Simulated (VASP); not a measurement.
Here is a VASP 6.6.1 calculation.

The input POSCAR:

```
BP
1.0
    0.0000000000      2.3590482957      2.2312187363
    2.3590482957      0.0000000000      2.2312187363
    2.3590482957      2.3590482957      0.0000000000
B P
1 1
Direct
    0.0000000000      0.0000000000      0.0000000000
    0.2500000000      0.2500000000      0.2500000000
```

Contents of INCAR.step1:

```
  PREC = Accurate
  ENCUT = 520
  ISMEAR = 0
  SIGMA = 0.01
  LREAL = F
  LASPH = T
  NELM = 100
  NBANDS = 11
  GGA = PE
  ALGO = Normal
  EDIFF = 1E-4
  LWAVE = T
  LCHARG = F
```

Contents of INCAR.step2:

```
  PREC = Accurate
  ENCUT = 520
  EDIFF = 1E-6
  ISMEAR = 0
  SIGMA = 0.01
  LREAL = F
  LASPH = T
  NELM = 100
  ALGO = Normal
  ISIF = 2
  LWAVE = F
  LCHARG = F
  METAGGA = R2SCAN
  LMIXTAU = T
  NBANDS = 11
  ISTART = 1
```

KPOINTS

```
regular mesh
0
Gamma
  10 10 10
```

Potentials or basis: VASP PAW PBE potentials, release 64 (B, P).

The run is started by

```sh
$ cat potpaw_PBE.64/B/POTCAR potpaw_PBE.64/P/POTCAR > POTCAR
$ cp INCAR.step1 INCAR
$ mpirun -np 1 vasp_std > vasp.out
$ cp INCAR.step2 INCAR
$ mpirun -np 1 vasp_std > vasp.out
```

What does it give for the band gap on the k mesh?

0.68 eV (least direct gap 2.99 eV).

Predict the pressure.

-9.8 GPa.

Stress tensor (GPa, compression positive):
```
-14.50   0.00   0.00
  0.00 -14.50   0.00
  0.00   0.00  -0.41
```

Caveat: the cell differs from its parent crystal (epitaxial xy strain +4.0%); the cell stands under tension; the PAW data sets were made with another functional, which shifts forces and pressure a little. A k mesh can miss the band edges.
